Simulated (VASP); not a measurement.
Here is a VASP 6.6.1 calculation.

INCAR

```
SYSTEM = Sn
PREC = Accurate
ENCUT = 520
EDIFF = 1E-6
ISMEAR = -1
SIGMA = 0.05
LREAL = .FALSE.
LASPH = .TRUE.
NELM = 60
ALGO = Normal
ISIF = 2
LWAVE = .FALSE.
LCHARG = .FALSE.
GGA = RP
IVDW = 12
NBANDS = 21
```

The input KPOINTS:

```
regular mesh
0
G
  7 7 7
  0 0 0
```

Contents of POSCAR:

```
Sn
1.0
    0.0000000000      3.1672566306      3.1672566306
    3.1672566306      0.0000000000      3.1672566306
    3.1672566306      3.1672566306      0.0000000000
Sn
2
Direct
    0.7500000000      0.7500000000      0.7500000000
    0.5000000000      0.5000000000      0.5000000000
```

Potentials or basis: VASP PAW PBE potentials, release 64 (Sn_d).

Run with:

```console
$ cat potpaw_PBE.64/Sn_d/POTCAR > POTCAR
$ mpirun -np 1 vasp_std > vasp.out
```

**Question.** Estimate the pressure.

**Answer.** 0.0 GPa.

**Question.** What does it give for the dispersion energy per atom?

**Answer.** -1.626 eV.

**Question.** Predict the band gap on the k mesh.

**Answer.** Zero (filled and empty bands touch).

Caveat: the PAW data sets were made with another functional, which shifts forces and pressure a little; spin-orbit coupling is left out, which moves the levels of the heavy elements.
